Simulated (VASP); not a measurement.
# Hf4C (Pm-3m) in VASP: a series of runs

The runs below take Hf4C through single point, with PBE.

All numbers are computed with VASP 6.6.1; they aren't measurements. Logs are shortened: lines on timing, memory, paths and dates and some standing lists are left out, and cuts for length are marked.

**1. The cell of the first run**

It takes space group Pm-3m (No. 221, cubic). The conventional cell has a = 4.566 Å, b = 4.566 Å, c = 4.566 Å, α = 90.00°, β = 90.00°, γ = 90.00°. Within 4.2 Å of Hf (site symmetry m-3m) lie 12 Hf at 3.23 Å and 8 C at 3.95 Å. Within 3.0 Å of Hf (site symmetry 4/mmm) lie 2 C at 2.28 Å. C (site symmetry m-3m) has 6 Hf at 2.28 Å within 3.0 Å.

**2. Single point, PBE**

File INCAR:

```
SYSTEM = Hf4C
ALGO     = Normal         ! electronic algorithm
EDIFF    = 1E-6           ! SCF threshold, eV
ENCUT    = 600            ! plane-wave cutoff, eV
GGA      = PE             ! functional
GGA_COMPAT= .FALSE.      
ISIF     = 2              ! what is computed and relaxed
ISMEAR   = 0              ! smearing method
LASPH    = .TRUE.         ! aspherical terms in the spheres
LCHARG   = .FALSE.        ! write CHGCAR
LREAL    = .FALSE.        ! projectors in reciprocal space
LWAVE    = .FALSE.        ! write WAVECAR
NBANDS   = 30             ! bands
NELM     = 120            ! most SCF steps
PREC     = Accurate       ! precision mode
SIGMA    = 0.2            ! smearing width, eV
```

File KPOINTS:

```
k-points
0
G
  4 4 4
  0 0 0
```

File POSCAR:

```
Hf4C
1.0
    4.5659852598      0.0000000000      0.0000000000
    0.0000000000      4.5659852598      0.0000000000
    0.0000000000      0.0000000000      4.5659852598
Hf C
4 1
Direct
    0.0000000000      0.0000000000      0.0000000000
    0.5000000000      0.5000000000      0.0000000000
    0.5000000000      0.0000000000      0.5000000000
    0.0000000000      0.5000000000      0.5000000000
    0.5000000000      0.5000000000      0.5000000000
```

Potentials or basis: VASP PAW PBE potentials, release 64 (Hf_pv, C).

Launch:

```console
$ cat potpaw_PBE.64/Hf_pv/POTCAR potpaw_PBE.64/C/POTCAR > POTCAR
$ mpirun -np 1 vasp_std > vasp.out
```

OUTCAR:

```text
SYSTEM = Hf4C
   EDIFF = 1E-6
   ENCUT = 600
   GGA = PE
   ISIF = 2
   ISMEAR = 0
   LASPH = .TRUE.
   LREAL = .FALSE.
   NELM = 120
   PREC = Accurate

 ion  position               nearest neighbor table
   1  0.000  0.000  0.000-   2 3.23   3 3.23   4 3.23   3 3.23   4 3.23   2 3.23   4 3.23   4 3.23
                             2 3.23   3 3.23   3 3.23   2 3.23
   2  0.500  0.500  0.000-   5 2.28   5 2.28   4 3.23   1 3.23   3 3.23   4 3.23   3 3.23   1 3.23
                             3 3.23   3 3.23   1 3.23   4 3.23   4 3.23   1 3.23
   3  0.500  0.000  0.500-   5 2.28   5 2.28   4 3.23   1 3.23   1 3.23   2 3.23   2 3.23   4 3.23
                             2 3.23   2 3.23   1 3.23   4 3.23   1 3.23   4 3.23
   4  0.000  0.500  0.500-   5 2.28   5 2.28   3 3.23   1 3.23   1 3.23   2 3.23   1 3.23   3 3.23
                             1 3.23   2 3.23   3 3.23   2 3.23   2 3.23   3 3.23
   5  0.500  0.500  0.500-   2 2.28   3 2.28   4 2.28   2 2.28   3 2.28   4 2.28

  LATTYP: Found a simple cubic cell.
 ALAT       =     4.5659852598

  Lattice vectors:

 A1 = (   4.5659852598,   0.0000000000,   0.0000000000)
 A2 = (   0.0000000000,   4.5659852598,   0.0000000000)
 A3 = (   0.0000000000,   0.0000000000,   4.5659852598)

Analysis of symmetry for initial positions (statically):
=====================================================================
 Subroutine PRICEL returns:
 Original cell was already a primitive cell.

 Routine SETGRP: Setting up the symmetry group for a
 simple cubic supercell.

 Subroutine GETGRP returns: Found 48 space group operations
 (whereof 48 operations were pure point group operations)
 out of a pool of 48 trial point group operations.

The static configuration has the point symmetry O_h .

Analysis of symmetry for dynamics (positions and initial velocities):
=====================================================================
 Subroutine PRICEL returns:
 Original cell was already a primitive cell.

 Routine SETGRP: Setting up the symmetry group for a
 simple cubic supercell.

 Subroutine GETGRP returns: Found 48 space group operations
 (whereof 48 operations were pure point group operations)
 out of a pool of 48 trial point group operations.

The dynamic configuration has the point symmetry O_h .

 Subroutine INISYM returns: Found 48 space group operations
 (whereof 48 operations are pure point group operations),
 and found     1 'primitive' translations

----------------------------------------------------------------------------------------

                                     Primitive cell

  volume of cell :      95.1927

  direct lattice vectors                    reciprocal lattice vectors
     4.565985260  0.000000000  0.000000000     0.219010781  0.000000000  0.000000000
     0.000000000  4.565985260  0.000000000     0.000000000  0.219010781  0.000000000
     0.000000000  0.000000000  4.565985260     0.000000000  0.000000000  0.219010781

  length of vectors
     4.565985260  4.565985260  4.565985260     0.219010781  0.219010781  0.219010781

  position of ions in fractional coordinates (direct lattice)
     0.000000000  0.000000000  0.000000000
     0.500000000  0.500000000  0.000000000
     0.500000000  0.000000000  0.500000000
     0.000000000  0.500000000  0.500000000
     0.500000000  0.500000000  0.500000000

  ion indices of the primitive-cell ions
   primitive index   ion index
                 1           1
                 2           2
                 3           3
                 4           4
                 5           5

----------------------------------------------------------------------------------------

 KPOINTS: k-points

Automatic generation of k-mesh.
 Grid dimensions read from file:
 generate k-points for:    4    4    4

 Generating k-lattice:

  Cartesian coordinates                     Fractional coordinates (reciprocal lattice)
     0.054752695  0.000000000  0.000000000     0.250000000  0.000000000  0.000000000
     0.000000000  0.054752695  0.000000000     0.000000000  0.250000000  0.000000000
     0.000000000  0.000000000  0.054752695     0.000000000  0.000000000  0.250000000

  Length of vectors
     0.054752695  0.054752695  0.054752695

  Shift w.r.t. Gamma in fractional coordinates (k-lattice)
     0.000000000  0.000000000  0.000000000

 Subroutine IBZKPT returns following result:
 ===========================================

 Found     10 irreducible k-points:

 Following reciprocal coordinates:
            Coordinates               Weight
  0.000000  0.000000  0.000000      1.000000
  0.250000  0.000000  0.000000      6.000000
  0.500000  0.000000  0.000000      3.000000
  0.250000  0.250000  0.000000     12.000000
  0.500000  0.250000  0.000000     12.000000
  0.500000  0.500000  0.000000      3.000000
  0.250000  0.250000  0.250000      8.000000
  0.500000  0.250000  0.250000     12.000000
  0.500000  0.500000  0.250000      6.000000
  0.500000  0.500000  0.500000      1.000000
   k-points           NKPTS =     10   k-points in BZ     NKDIM =     10   number of bands    NBANDS=     30
   number of dos      NEDOS =    301   number of ions     NIONS =      5
   total plane-waves  NPLWV =  46656
   dimension x,y,z NGX =    36 NGY =   36 NGZ =   36
   dimension x,y,z NGXF=    72 NGYF=   72 NGZF=   72
   ions per type =               4   1
   NGX,Y,Z   is equivalent  to a cutoff of  13.11, 13.11, 13.11 a.u.
   NGXF,Y,Z  is equivalent  to a cutoff of  26.21, 26.21, 26.21 a.u.
 SYSTEM =  Hf4C
   PREC   = accura    normal or accurate (medium, high low for compatibility)
   ISTART =      0    job   : 0-new  1-cont  2-samecut
   ICHARG =      2    charge: 1-file 2-atom 10-const
   ISPIN  =      1    spin polarized calculation?
   LNONCOLLINEAR =      F non collinear calculations
   LSORBIT =      F    spin-orbit coupling
   LASPH  =      T    aspherical Exc in radial PAW
   ENCUT  =  600.0 eV  44.10 Ry    6.64 a.u.   9.12  9.12  9.12*2*pi/ulx,y,z
   NELM   =    120;   NELMIN=  2; NELMDL= -5     # of ELM steps
   EDIFF  = 0.1E-05   stopping-criterion for ELM
   LREAL  =      F    real-space projection
   EDIFFG = 0.1E-04   stopping-criterion for IOM
   NSW    =      0    number of steps for IOM
   IBRION =     -1    ionic relax: 0-MD 1-quasi-New 2-CG
   NFREE  =      0    steps in history (QN), initial steepest desc. (CG)
   ISIF   =      2    stress and relaxation
   ISYM   =      2    0-nonsym 1-usesym 2-fastsym
   POTIM  = 0.5000    time-step for ionic-motion
   TEBEG  =    0.0;   TEEND  =   0.0 temperature during run
   PSTRESS=    0.0 pullay stress
   NELECT =      44.0000    total number of electrons
   NUPDOWN=      -1.0000    fix difference up-down
   EMIN   =  10.00;   EMAX   =-10.00  energy-range for DOS
   EFERMI =   0.00;   METHOD = LEGACY
   ISMEAR =     0;   SIGMA  =   0.20  broadening in eV -4-tet -1-fermi 0-gaus
   EFERMI_NEDOS =   21; number of points for ismear=-14 and -15
   IALGO  =     38    algorithm
   IMIX   =      4    mixing-type and parameters
     AMIX     =   0.40;   BMIX     =  1.00
     AMIX_MAG =   1.60;   BMIX_MAG =  1.00
  volume/ion in A,a.u.               =      19.04       128.48
  Fermi-wavevector in a.u.,A,eV,Ry     =   1.265779  2.391975 21.799206  1.602196
  Thomas-Fermi vector in A             =   2.399014
   LORBIT       =      0    0 simple, 1 ext, 2 COOP (PROOUT), +10 PAW based schemes
   GGA     = PE    functional components
   LHFCALC =     F    Hartree Fock is set to
   AEXX    =    0.0000 exact exchange contribution
   IVDW    =     0    specifies the selected vdW correction
   LEPSILON=     F    determine dielectric tensor
   LRPA    =     F    only Hartree local field effects (RPA)
 non-spin polarized calculation
 Gauss-broadening in eV      SIGMA  =   0.20
  energy-cutoff  :      600.00
  volume of cell :       95.19
 maximum number of plane-waves:      3196
   NGX = 19   NGY = 19   NGZ = 19

 number of electron      44.0000008 magnetization

 Free energy of the ion-electron system (eV)
  ---------------------------------------------------
  ext. energy  EPLUGINS =         0.00000000
  ---------------------------------------------------
  free energy    TOTEN  =       -50.23730938 eV

  energy without entropy =      -50.11362519  energy(sigma->0) =      -50.17546729

 E-fermi :   4.6830     XC(G=0): -11.3909

 val. band max:        4.6447622183   @ k =   0.5000   0.2500   0.2500
 cond. band min:       4.7239075548   @ k =   0.5000   0.2500   0.2500
 fundamental gap:      0.0791453365
 Fermi energy:         4.6829914479

 k-point     1 :       0.0000    0.0000    0.0000
  band No.  band energies     occupation
      1     -25.8209      2.00000
      2     -25.8209      2.00000
      3     -25.8209      2.00000
      4     -25.4248      2.00000
      5     -25.4248      2.00000
      6     -25.4248      2.00000
[... 22 lines left out ...]
     29       9.0970      0.00000
     30       9.0970      0.00000

 k-point     2 :       0.2500    0.0000    0.0000
  band No.  band energies     occupation
      1     -25.7772      2.00000
      2     -25.7772      2.00000
      3     -25.7538      2.00000
      4     -25.4428      2.00000
      5     -25.4428      2.00000
      6     -25.4271      2.00000
[... 22 lines left out ...]
     29       8.2157      0.00000
     30       8.9016      0.00000

 k-point     3 :       0.5000    0.0000    0.0000
  band No.  band energies     occupation
      1     -25.7175      2.00000
      2     -25.7175      2.00000
      3     -25.6618      2.00000
      4     -25.4922      2.00000
      5     -25.4922      2.00000
      6     -25.4185      2.00000
[... 22 lines left out ...]
     29       7.8746      0.00000
     30       7.8746      0.00000

 k-point     4 :       0.2500    0.2500    0.0000
  band No.  band energies     occupation
      1     -25.7733      2.00000
      2     -25.7381      2.00000
      3     -25.7163      2.00000
      4     -25.5340      2.00000
      5     -25.4257      2.00000
      6     -25.3804      2.00000
[... 22 lines left out ...]
     29       8.2289      0.00000
     30       8.8247      0.00000

 k-point     5 :       0.5000    0.2500    0.0000
  band No.  band energies     occupation
      1     -25.7386      2.00000
      2     -25.7158      2.00000
      3     -25.6870      2.00000
      4     -25.5062      2.00000
      5     -25.4946      2.00000
      6     -25.4469      2.00000
[... 22 lines left out ...]
     29       7.8109      0.00000
     30       7.9728      0.00000

 k-point     6 :       0.5000    0.5000    0.0000
  band No.  band energies     occupation
      1     -25.7533      2.00000
      2     -25.7533      2.00000
      3     -25.6495      2.00000
      4     -25.5693      2.00000
      5     -25.5271      2.00000
      6     -25.3684      2.00000
[... 22 lines left out ...]
     29       8.4715      0.00000
     30       8.4727      0.00000

 k-point     7 :       0.2500    0.2500    0.2500
  band No.  band energies     occupation
      1     -25.7899      2.00000
      2     -25.7899      2.00000
      3     -25.6577      2.00000
      4     -25.6190      2.00000
      5     -25.3847      2.00000
      6     -25.3540      2.00000
[... 22 lines left out ...]
     29       7.8593      0.00000
     30       8.6694      0.00000

 k-point     8 :       0.5000    0.2500    0.2500
  band No.  band energies     occupation
      1     -25.8061      2.00000
      2     -25.7796      2.00000
      3     -25.7265      2.00000
      4     -25.5993      2.00000
      5     -25.4631      2.00000
      6     -25.3426      2.00000
[... 22 lines left out ...]
     29       7.9241      0.00000
     30       8.9693      0.00000

 k-point     9 :       0.5000    0.5000    0.2500
  band No.  band energies     occupation
      1     -25.8244      2.00000
      2     -25.8244      2.00000
      3     -25.8037      2.00000
      4     -25.6678      2.00000
      5     -25.4124      2.00000
      6     -25.3415      2.00000
[... 22 lines left out ...]
     29       9.3101      0.00000
     30       9.3426      0.00000

 k-point    10 :       0.5000    0.5000    0.5000
  band No.  band energies     occupation
      1     -25.8804      2.00000
      2     -25.8804      2.00000
      3     -25.8804      2.00000
      4     -25.7559      2.00000
      5     -25.3329      2.00000
      6     -25.3329      2.00000
[... 22 lines left out ...]
     29      10.1075      0.00000
     30      10.1075      0.00000

------------------------ aborting loop because EDIFF is reached ----------------------------------------

  FORCE on cell =-STRESS in cart. coord.  units (eV):
  Direction    XX          YY          ZZ          XY          YZ          ZX
  --------------------------------------------------------------------------------------
  -------------------------------------------------------------------------------------
  Total       -0.3482792     -0.3482792     -0.3482792      0.0000000     -0.0000000      0.0000000
  in kB       -5.8618492     -5.8618492     -5.8618492      0.0000000     -0.0000000      0.0000000
  external PRESSURE =      -5.8618492 kB  Pullay stress =       0.0000000 kB

 VOLUME and BASIS-vectors are now :
 -----------------------------------------------------------------------------
  energy-cutoff  :      600.00
  volume of cell :       95.19
      direct lattice vectors                 reciprocal lattice vectors
     4.565985260  0.000000000  0.000000000     0.219010781  0.000000000  0.000000000
     0.000000000  4.565985260  0.000000000     0.000000000  0.219010781  0.000000000
     0.000000000  0.000000000  4.565985260     0.000000000  0.000000000  0.219010781

 POSITION                                       TOTAL-FORCE (eV/Angst)
 -----------------------------------------------------------------------------------
      0.00000      0.00000      0.00000         0.000000      0.000000      0.000000
      2.28299      2.28299      0.00000         0.000000      0.000000      0.000000
      2.28299      0.00000      2.28299         0.000000      0.000000      0.000000
      0.00000      2.28299      2.28299         0.000000      0.000000      0.000000
      2.28299      2.28299      2.28299         0.000000      0.000000      0.000000
 -----------------------------------------------------------------------------------
    total drift:                                0.000000      0.000000      0.000000

  FREE ENERGIE OF THE ION-ELECTRON SYSTEM (eV)
  ---------------------------------------------------
  free  energy   TOTEN  =       -50.2373093811 eV

  energy  without entropy=      -50.1136251946  energy(sigma->0) =      -50.17546729
```

It took 14 s on 1 thread of Intel Xeon 6975P-C (Granite Rapids), shared host; peak memory 0.21 GiB.

Results:

```yaml
Free_energy: -50.2373 eV
Pressure: -0.6 GPa
Band_gap_on_the_k_mesh: zero (band 22 reaches 5.25 eV, above the bottom of band 23 at 4.48 eV)
```

Caveat: spin-orbit coupling is left out, which moves the levels of the heavy elements.

**3. Single point, PBE**

File INCAR:

```
PREC = Accurate ; ENCUT = 600
EDIFF = 1E-6 ; ISMEAR = 0
SIGMA = 0.2 ; LREAL = False
LASPH = True ; NELM = 120
ALGO = Normal ; ISIF = 2
LWAVE = False ; LCHARG = False
GGA = PE ; NBANDS = 30
GGA_COMPAT = False
```

File KPOINTS:

```
regular mesh
0
Gamma
  4 4 4
```

File POSCAR:

```
Hf4C
1.0
    4.5638850316      0.0000000000      0.0000000000
    0.0000000000      4.5638850316      0.0000000000
    0.0000000000      0.0000000000      4.5638850316
Hf C
4 1
Direct
    0.0000000000      0.5000000000      0.5000000000
    0.5000000000      0.0000000000      0.5000000000
    0.5000000000      0.5000000000      0.0000000000
    0.0000000000      0.0000000000      0.0000000000
    0.5000000000      0.5000000000      0.5000000000
```

Potentials or basis: VASP PAW PBE potentials, release 64 (Hf_pv, C).

Launch:

```console
$ cat potpaw_PBE.64/Hf_pv/POTCAR potpaw_PBE.64/C/POTCAR > POTCAR
$ mpirun -np 1 vasp_std > vasp.out
```

Run time: 14 s. Hardware: 1 thread of Intel Xeon 6975P-C (Granite Rapids), shared host; peak memory 0.21 GiB.

It converged, with:

```yaml
Free_energy: -50.2377 eV
Pressure: -0.4 GPa
Band_gap_on_the_k_mesh: zero (band 22 reaches 5.26 eV, above the bottom of band 23 at 4.49 eV)
```

Levels at points of the mesh, in eV from the Fermi level:
```csv
k point,band 18,band 19,band 20,band 21,band 22,band 23,band 24,band 25,band 26,band 27
"(0.00, 0.00, 0.00)",-1.76,-1.76,-0.97,-0.97,-0.97,1.56,1.56,1.56,3.99,3.99
"(0.50, 0.00, 0.00)",-2.05,-1.43,-0.50,-0.39,-0.20,-0.20,1.51,1.76,1.76,2.00
"(0.50, 0.50, 0.00)",-1.21,-1.10,-1.10,-0.17,-0.17,-0.06,0.22,1.29,1.29,2.60
"(0.50, 0.50, 0.50)",-0.87,-0.87,-0.87,0.57,0.57,0.57,1.38,1.38,1.50,1.50
```

Caveat: spin-orbit coupling is left out, which moves the levels of the heavy elements.
